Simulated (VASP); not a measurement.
Sb, 1 atom in the cell. The structure is tetragonal, space group I4/mmm (No. 139). The conventional cell has a = 3.153 Å, b = 3.153 Å, c = 5.424 Å, α = 90.00°, β = 90.00°, γ = 90.00°. Sb (site symmetry 4/mmm) has 12 Sb at 3.15 to 3.51 Å within 4.1 Å. 

* Program: VASP 6.6.1
* Task: single point
* Functional: PBE
* Potentials or basis: VASP PAW PBE potentials, release 64 (Sb)
* Cutoff: 520 eV
* k mesh: 12 × 12 × 12
* Occupations: gaussian, width 0.028 eV
* Spin: no spin polarisation
* Dipole correction: no
* Further INCAR settings: ALGO = Normal; EDIFF = 1e-06; NBANDS = 8

Potentials or basis: VASP PAW PBE potentials, release 64 (Sb).

Run with:

```console
$ cat potpaw_PBE.64/Sb/POTCAR > POTCAR
$ mpirun -np 1 vasp_std > vasp.out
```

Hardware: 1 thread of AMD EPYC 9R45 (Zen 5), with other jobs on the host.

Question: How long does it take, and how much memory?

Answer: It took 23 s on 1 thread of AMD EPYC 9R45 (Zen 5) (shared host), peak memory 0.14 GiB. Counts: scf iterations 9, k points 163.
